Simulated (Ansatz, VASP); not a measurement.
**Two plane-wave programs on H3C2N**

```
C N H
1.0
     8.31166    0.00000    0.00000
     0.00000    8.31166    0.00000
     0.00000    0.00000    8.31166
C N H
12 6 18
Cartesian
  8.4507 1.1390 3.4772
  8.0435 1.5750 4.8002
  3.8250 6.5860 2.4618
  3.5454 5.3176 3.1125
  1.1616 6.4937 5.5818
  1.7162 6.0790 6.8552
  3.5368 2.7473 6.4949
  3.4046 1.6597 5.5420
  6.3744 3.8861 0.9517
  7.0371 4.9746 1.6516
  6.5055 8.2055 8.1960
  6.0873 7.0747 7.3886
  7.7411 1.9124 5.8702
  3.3012 4.2991 3.6234
  2.1637 5.7584 7.8795
  3.2814 0.7874 4.7811
  7.5407 5.8662 2.2043
  5.7761 6.1561 6.7478
  8.0418 1.8156 2.7157
  9.5483 1.1554 3.4173
  8.0947 0.1169 3.2838
  3.5797 7.4192 3.1433
  4.9014 6.6438 2.2114
  3.2336 6.6402 1.5281
  1.7818 7.3111 5.1722
  1.1522 5.6473 4.8689
  0.1223 6.8489 5.7221
  3.9113 2.3656 7.4555
  4.2217 3.5127 6.1040
  2.5595 3.2180 6.6643
  5.7562 4.3048 0.1454
  7.1161 3.2157 0.4932
  5.7343 3.3280 1.6500
  6.8367 9.0287 7.5435
  5.6720 8.5459 8.8273
  7.3305 7.8908 8.8500
```

Alike in both runs: functional PBE; dispersion D3(BJ); k mesh 1 × 1 × 1; occupations fermi-dirac, width 0.05 eV; no spin polarisation.

Ansatz relaxed the structure, and its values are those at the end. VASP's run is a single point on that final structure, the one shown.

|  | VASP | Ansatz |
| --- | --- | --- |
| version | VASP 6.6.1 | Ansatz 0.2.0 |
| potentials or method | VASP PAW PBE potentials, release 64 (C, N, H), cutoff 520 eV | scalar-relativistic, plane waves, PAW |
| valence electrons in the cell | 96 | 96 |

VASP gave:

| Property | Result |
| --- | --- |
| rms of the force components (eV/Å) | 0.117 |

Task: Which values does Ansatz return?

Result: rms of the force components (eV/Å): 0.084.

One of these differences is far larger than is usual between the two programs; its cause wasn't traced.

Noted on VASP's run: the standard files for N, O and F lose accuracy on very short bonds.
